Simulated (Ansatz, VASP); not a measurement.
# One calculation of TiAl7O12, two programs

```xyz
20
Lattice="4.7540 2.7447 8.6600 -2.3770 1.3724 4.3300 0.0000 -2.7447 4.3300" Properties=species:S:1:pos:R:3 pbc="T T T"
Ti    0.0201    0.0142   11.1223
Al    2.3725    1.3792   15.4101
Al   -0.0327    0.0011    8.4239
Al    2.4163    1.3755   12.7733
Al   -0.0349   -0.0018    1.9393
Al    2.4015    1.3795    6.2343
Al   -0.0278    0.0132    4.5670
Al    2.4030    1.3672    8.8992
O    -0.9273   -1.3645    5.4172
O     1.5082   -0.0378    9.6901
O     1.6438   -0.0600    5.3400
O     4.0278    1.2588    9.7600
O    -0.7796    1.4808    5.4035
O     1.6623    2.8515    9.7260
O     1.0066    1.2481    7.5874
O     3.2681    2.7378   11.9037
O    -1.6729    0.1214    7.5815
O     0.8214    1.5554   11.9169
O     0.5901   -1.4963    7.6002
O     3.1037   -0.0998   11.9041
```

Alike in both runs: functional PBEsol; k mesh 2 × 4 × 4; occupations gaussian, width 0.05 eV; collinear spin; Hubbard terms Ti d U = 3.0 eV.

Ansatz relaxed the structure, and its values are those at the end. VASP's run is a single point on that final structure, the one shown.

|  | VASP | Ansatz |
| --- | --- | --- |
| version | VASP 6.6.1 | Ansatz 0.2.0 |
| potentials or method | VASP PAW PBE potentials, release 64 (Ti_sv, Al, O), cutoff 520 eV | scalar-relativistic, plane waves, PAW |
| valence electrons in the cell | 105 | 105 |

VASP gave:

| Quantity | Value |
| --- | --- |
| gap on the k mesh at the Fermi level (eV) | 1.74 |
| least direct gap on the mesh (eV) | 1.92 |
| pressure (GPa) | 11.9 |
| rms of the force components (eV/Å) | 0.048 |
| net moment per atom (μB) | 0.05 |
| size of the moment on the site where the two differ most (μB) | 0.89 |

Question: What did Ansatz give for the same quantities?

Answer: gap on the k mesh at the Fermi level (eV): 2.15; least direct gap on the mesh (eV): 2.33; pressure (GPa): 11.2; rms of the force components (eV/Å): 0.004; net moment per atom (μB): 0.05; size of the moment on the site where the two differ most (μB): 0.66.

VASP's potentials were made for PBE, not for PBEsol. Site moments also hang on the region over which each program counts them. The programs project onto different local orbitals, so the same U acts differently, and such runs can settle in different states. Ansatz's warnings: stress scf threshold loose.
